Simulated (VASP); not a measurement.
# TaBr3F (Pm-3m) in VASP: single point with PBE

Aim: the single point of TaBr3F with PBE.

Everything below comes from runs of VASP 6.6.1. Logs are shortened: lines on timing, memory, paths and dates and some standing lists are left out, and cuts for length are marked.

## Step 1: The cell of the first run

It takes space group Pm-3m (No. 221, cubic). Conventional cell: a = 5.268 Å, b = 5.268 Å, c = 5.268 Å, α = 90.00°, β = 90.00°, γ = 90.00°. Ta (site symmetry m-3m) has 12 Br at 3.72 Å and 8 F at 4.56 Å within 4.9 Å. Br (site symmetry 4/mmm) has 2 F at 2.63 Å within 3.5 Å. Within 3.5 Å of F (site symmetry m-3m) lie 6 Br at 2.63 Å.

The cell was generated, and may not be a known phase.

## Step 2: Single point, PBE

Contents of INCAR:

```
PREC     = Accurate       # precision mode
ENCUT    = 520            # plane-wave cutoff, eV
EDIFF    = 1E-6           # SCF threshold, eV
ISMEAR   = 0              # smearing method
SIGMA    = 0.1            # smearing width, eV
LREAL    = False          # projectors in reciprocal space
LASPH    = True           # aspherical terms in the spheres
NELM     = 100            # most SCF steps
ALGO     = Normal         # electronic algorithm
ISIF     = 2              # what is computed and relaxed
LWAVE    = False          # write WAVECAR
LCHARG   = False          # write CHGCAR
GGA      = PE             # functional
NBANDS   = 28             # bands
```

Contents of KPOINTS:

```
regular mesh
0
Gamma
  4 4 4
```

Contents of POSCAR:

```
TaBr3F
1.0
    5.2679068500      0.0000000000      0.0000000000
    0.0000000000      5.2679068500      0.0000000000
    0.0000000000      0.0000000000      5.2679068500
Ta Br F
1 3 1
Direct
    0.0000000000      0.0000000000      0.0000000000
    0.5000000000      0.0000000000      0.5000000000
    0.0000000000      0.5000000000      0.5000000000
    0.5000000000      0.5000000000      0.0000000000
    0.5000000000      0.5000000000      0.5000000000
```

Potentials or basis: VASP PAW PBE potentials, release 64 (Ta_pv, Br, F).

On the command line:

```sh
$ cat potpaw_PBE.64/Ta_pv/POTCAR potpaw_PBE.64/Br/POTCAR potpaw_PBE.64/F/POTCAR > POTCAR
$ mpirun -np 1 vasp_std > vasp.out
```

OUTCAR:

```text
PREC = Accurate
   ENCUT = 520
   EDIFF = 1E-6
   ISMEAR = 0
   LREAL = False
   LASPH = True
   NELM = 100
   ISIF = 2
   GGA = PE

 ion  position               nearest neighbor table
   1  0.000  0.000  0.000-
   2  0.500  0.000  0.500-
   3  0.000  0.500  0.500-
   4  0.500  0.500  0.000-
   5  0.500  0.500  0.500-

  LATTYP: Found a simple cubic cell.
 ALAT       =     5.2679068500

  Lattice vectors:

 A1 = (   5.2679068500,   0.0000000000,   0.0000000000)
 A2 = (   0.0000000000,   5.2679068500,   0.0000000000)
 A3 = (   0.0000000000,   0.0000000000,   5.2679068500)

Analysis of symmetry for initial positions (statically):
=====================================================================
 Subroutine PRICEL returns:
 Original cell was already a primitive cell.

 Routine SETGRP: Setting up the symmetry group for a
 simple cubic supercell.

 Subroutine GETGRP returns: Found 48 space group operations
 (whereof 48 operations were pure point group operations)
 out of a pool of 48 trial point group operations.

The static configuration has the point symmetry O_h .

Analysis of symmetry for dynamics (positions and initial velocities):
=====================================================================
 Subroutine PRICEL returns:
 Original cell was already a primitive cell.

 Routine SETGRP: Setting up the symmetry group for a
 simple cubic supercell.

 Subroutine GETGRP returns: Found 48 space group operations
 (whereof 48 operations were pure point group operations)
 out of a pool of 48 trial point group operations.

The dynamic configuration has the point symmetry O_h .

 Subroutine INISYM returns: Found 48 space group operations
 (whereof 48 operations are pure point group operations),
 and found     1 'primitive' translations

----------------------------------------------------------------------------------------

                                     Primitive cell

  volume of cell :     146.1889

  direct lattice vectors                    reciprocal lattice vectors
     5.267906850  0.000000000  0.000000000     0.189828717  0.000000000  0.000000000
     0.000000000  5.267906850  0.000000000     0.000000000  0.189828717  0.000000000
     0.000000000  0.000000000  5.267906850     0.000000000  0.000000000  0.189828717

  length of vectors
     5.267906850  5.267906850  5.267906850     0.189828717  0.189828717  0.189828717

  position of ions in fractional coordinates (direct lattice)
     0.000000000  0.000000000  0.000000000
     0.500000000  0.000000000  0.500000000
     0.000000000  0.500000000  0.500000000
     0.500000000  0.500000000  0.000000000
     0.500000000  0.500000000  0.500000000

  ion indices of the primitive-cell ions
   primitive index   ion index
                 1           1
                 2           2
                 3           3
                 4           4
                 5           5

----------------------------------------------------------------------------------------

 KPOINTS: regular mesh

Automatic generation of k-mesh.
 Grid dimensions read from file:
 generate k-points for:    4    4    4

 Generating k-lattice:

  Cartesian coordinates                     Fractional coordinates (reciprocal lattice)
     0.047457179  0.000000000  0.000000000     0.250000000  0.000000000  0.000000000
     0.000000000  0.047457179  0.000000000     0.000000000  0.250000000  0.000000000
     0.000000000  0.000000000  0.047457179     0.000000000  0.000000000  0.250000000

  Length of vectors
     0.047457179  0.047457179  0.047457179

  Shift w.r.t. Gamma in fractional coordinates (k-lattice)
     0.000000000  0.000000000  0.000000000

 Subroutine IBZKPT returns following result:
 ===========================================

 Found     10 irreducible k-points:

 Following reciprocal coordinates:
            Coordinates               Weight
  0.000000  0.000000  0.000000      1.000000
  0.250000  0.000000  0.000000      6.000000
  0.500000  0.000000  0.000000      3.000000
  0.250000  0.250000  0.000000     12.000000
  0.500000  0.250000  0.000000     12.000000
  0.500000  0.500000  0.000000      3.000000
  0.250000  0.250000  0.250000      8.000000
  0.500000  0.250000  0.250000     12.000000
  0.500000  0.500000  0.250000      6.000000
  0.500000  0.500000  0.500000      1.000000
   k-points           NKPTS =     10   k-points in BZ     NKDIM =     10   number of bands    NBANDS=     28
   number of dos      NEDOS =    301   number of ions     NIONS =      5
   total plane-waves  NPLWV =  64000
   dimension x,y,z NGX =    40 NGY =   40 NGZ =   40
   dimension x,y,z NGXF=    80 NGYF=   80 NGZF=   80
   ions per type =               1   3   1
   NGX,Y,Z   is equivalent  to a cutoff of  12.62, 12.62, 12.62 a.u.
   NGXF,Y,Z  is equivalent  to a cutoff of  25.25, 25.25, 25.25 a.u.
 SYSTEM =  unknown system
   PREC   = accura    normal or accurate (medium, high low for compatibility)
   ISTART =      0    job   : 0-new  1-cont  2-samecut
   ICHARG =      2    charge: 1-file 2-atom 10-const
   ISPIN  =      1    spin polarized calculation?
   LNONCOLLINEAR =      F non collinear calculations
   LSORBIT =      F    spin-orbit coupling
   LASPH  =      T    aspherical Exc in radial PAW
   ENCUT  =  520.0 eV  38.22 Ry    6.18 a.u.   9.79  9.79  9.79*2*pi/ulx,y,z
   NELM   =    100;   NELMIN=  2; NELMDL= -5     # of ELM steps
   EDIFF  = 0.1E-05   stopping-criterion for ELM
   LREAL  =      F    real-space projection
   EDIFFG = 0.1E-04   stopping-criterion for IOM
   NSW    =      0    number of steps for IOM
   IBRION =     -1    ionic relax: 0-MD 1-quasi-New 2-CG
   NFREE  =      0    steps in history (QN), initial steepest desc. (CG)
   ISIF   =      2    stress and relaxation
   ISYM   =      2    0-nonsym 1-usesym 2-fastsym
   POTIM  = 0.5000    time-step for ionic-motion
   TEBEG  =    0.0;   TEEND  =   0.0 temperature during run
   PSTRESS=    0.0 pullay stress
   NELECT =      39.0000    total number of electrons
   NUPDOWN=      -1.0000    fix difference up-down
   EMIN   =  10.00;   EMAX   =-10.00  energy-range for DOS
   EFERMI =   0.00;   METHOD = LEGACY
   ISMEAR =     0;   SIGMA  =   0.10  broadening in eV -4-tet -1-fermi 0-gaus
   EFERMI_NEDOS =   21; number of points for ismear=-14 and -15
   IALGO  =     38    algorithm
   IMIX   =      4    mixing-type and parameters
     AMIX     =   0.40;   BMIX     =  1.00
     AMIX_MAG =   1.60;   BMIX_MAG =  1.00
  volume/ion in A,a.u.               =      29.24       197.31
  Fermi-wavevector in a.u.,A,eV,Ry     =   1.053881  1.991546 15.111520  1.110665
  Thomas-Fermi vector in A             =   2.189020
   LORBIT       =      0    0 simple, 1 ext, 2 COOP (PROOUT), +10 PAW based schemes
   GGA     = PE    functional components
   LHFCALC =     F    Hartree Fock is set to
   AEXX    =    0.0000 exact exchange contribution
   IVDW    =     0    specifies the selected vdW correction
   LEPSILON=     F    determine dielectric tensor
   LRPA    =     F    only Hartree local field effects (RPA)
 non-spin polarized calculation
 Gauss-broadening in eV      SIGMA  =   0.10
  energy-cutoff  :      520.00
  volume of cell :      146.19
 maximum number of plane-waves:      3952
 NGX is ok and might be reduce to    40
   NGX = 19   NGY = 19   NGZ = 19

 number of electron      38.9999989 magnetization

 Free energy of the ion-electron system (eV)
  ---------------------------------------------------
  ext. energy  EPLUGINS =         0.00000000
  ---------------------------------------------------
  free energy    TOTEN  =       -12.45596678 eV

  energy without entropy =      -12.39209707  energy(sigma->0) =      -12.42403193

 E-fermi :   0.8336     XC(G=0):  -8.6296

 val. band max:        0.8079018656   @ k =   0.2500   0.2500   0.2500
 cond. band min:       0.8531669729   @ k =   0.2500   0.0000   0.0000
 fundamental gap:      0.0452651073
 Fermi energy:         0.8335744596

 k-point     1 :       0.0000    0.0000    0.0000
  band No.  band energies     occupation
      1     -35.7339      2.00000
      2     -35.7339      2.00000
      3     -35.7339      2.00000
      4     -20.5931      2.00000
      5     -13.5969      2.00000
      6     -13.1202      2.00000
[... 20 lines left out ...]
     27       7.5248      0.00000
     28       7.5248      0.00000

 k-point     2 :       0.2500    0.0000    0.0000
  band No.  band energies     occupation
      1     -35.7340      2.00000
      2     -35.7338      2.00000
      3     -35.7338      2.00000
      4     -20.5883      2.00000
      5     -13.5476      2.00000
      6     -13.2156      2.00000
[... 20 lines left out ...]
     27       6.7532      0.00000
     28       6.7532      0.00000

 k-point     3 :       0.5000    0.0000    0.0000
  band No.  band energies     occupation
      1     -35.7341      2.00000
      2     -35.7338      2.00000
      3     -35.7338      2.00000
      4     -20.5834      2.00000
      5     -13.4284      2.00000
      6     -13.3797      2.00000
[... 20 lines left out ...]
     27       6.1818      0.00000
     28       6.1818      0.00000

 k-point     4 :       0.2500    0.2500    0.0000
  band No.  band energies     occupation
      1     -35.7340      2.00000
      2     -35.7340      2.00000
      3     -35.7338      2.00000
      4     -20.5834      2.00000
      5     -13.5071      2.00000
      6     -13.2447      2.00000
[... 20 lines left out ...]
     27       6.0848      0.00000
     28       6.1842      0.00000

 k-point     5 :       0.5000    0.2500    0.0000
  band No.  band energies     occupation
      1     -35.7341      2.00000
      2     -35.7340      2.00000
      3     -35.7338      2.00000
      4     -20.5785      2.00000
      5     -13.4066      2.00000
      6     -13.3708      2.00000
[... 20 lines left out ...]
     27       5.6694      0.00000
     28       5.8914      0.00000

 k-point     6 :       0.5000    0.5000    0.0000
  band No.  band energies     occupation
      1     -35.7341      2.00000
      2     -35.7341      2.00000
      3     -35.7338      2.00000
      4     -20.5735      2.00000
      5     -13.3619      2.00000
      6     -13.3619      2.00000
[... 20 lines left out ...]
     27       5.5772      0.00000
     28       5.5772      0.00000

 k-point     7 :       0.2500    0.2500    0.2500
  band No.  band energies     occupation
      1     -35.7340      2.00000
      2     -35.7340      2.00000
      3     -35.7340      2.00000
      4     -20.5785      2.00000
      5     -13.4751      2.00000
      6     -13.2404      2.00000
[... 20 lines left out ...]
     27       6.3296      0.00000
     28       6.3296      0.00000

 k-point     8 :       0.5000    0.2500    0.2500
  band No.  band energies     occupation
      1     -35.7341      2.00000
      2     -35.7339      2.00000
      3     -35.7339      2.00000
      4     -20.5736      2.00000
      5     -13.3922      2.00000
      6     -13.3644      2.00000
[... 20 lines left out ...]
     27       5.4209      0.00000
     28       6.6360      0.00000

 k-point     9 :       0.5000    0.5000    0.2500
  band No.  band energies     occupation
      1     -35.7341      2.00000
      2     -35.7341      2.00000
      3     -35.7339      2.00000
      4     -20.5688      2.00000
      5     -13.3578      2.00000
      6     -13.3578      2.00000
[... 20 lines left out ...]
     27       6.1727      0.00000
     28       6.2138      0.00000

 k-point    10 :       0.5000    0.5000    0.5000
  band No.  band energies     occupation
      1     -35.7341      2.00000
      2     -35.7341      2.00000
      3     -35.7341      2.00000
      4     -20.5638      2.00000
      5     -13.3537      2.00000
      6     -13.3537      2.00000
[... 20 lines left out ...]
     27       7.0288      0.00000
     28       7.0288      0.00000

------------------------ aborting loop because EDIFF is reached ----------------------------------------

  FORCE on cell =-STRESS in cart. coord.  units (eV):
  Direction    XX          YY          ZZ          XY          YZ          ZX
  --------------------------------------------------------------------------------------
  -------------------------------------------------------------------------------------
  Total       -6.7053045     -6.7053045     -6.7053045      0.0000000     -0.0000000      0.0000000
  in kB      -73.4877287    -73.4877287    -73.4877287      0.0000000     -0.0000000      0.0000000
  external PRESSURE =     -73.4877287 kB  Pullay stress =       0.0000000 kB

 VOLUME and BASIS-vectors are now :
 -----------------------------------------------------------------------------
  energy-cutoff  :      520.00
  volume of cell :      146.19
      direct lattice vectors                 reciprocal lattice vectors
     5.267906850  0.000000000  0.000000000     0.189828717  0.000000000  0.000000000
     0.000000000  5.267906850  0.000000000     0.000000000  0.189828717  0.000000000
     0.000000000  0.000000000  5.267906850     0.000000000  0.000000000  0.189828717

 POSITION                                       TOTAL-FORCE (eV/Angst)
 -----------------------------------------------------------------------------------
      0.00000      0.00000      0.00000         0.000000      0.000000      0.000000
      2.63395      0.00000      2.63395         0.000000      0.000000      0.000000
      0.00000      2.63395      2.63395         0.000000      0.000000      0.000000
      2.63395      2.63395      0.00000         0.000000      0.000000      0.000000
      2.63395      2.63395      2.63395         0.000000      0.000000      0.000000
 -----------------------------------------------------------------------------------
    total drift:                                0.000000      0.000000     -0.000000

  FREE ENERGIE OF THE ION-ELECTRON SYSTEM (eV)
  ---------------------------------------------------
  free  energy   TOTEN  =       -12.4559667827 eV

  energy  without entropy=      -12.3920970717  energy(sigma->0) =      -12.42403193
```

Run time: 2.6 min. Hardware: 1 thread of Intel Xeon 8259CL, shared host; peak memory 0.26 GiB.

What came out:

```yaml
Free_energy: -12.4560 eV
Pressure: -7.3 GPa
Band_gap_on_the_k_mesh: zero (an odd number of electrons rules out a gap without spin polarisation)
```

Caveat: the cell stands under tension; spin-orbit coupling is left out, which moves the levels of the heavy elements; an odd number of electrons without spin polarisation forces a metal; a magnetic or distorted state may lie lower.

The gap in the log of VASP goes by the Fermi energy; the results here count the filled bands.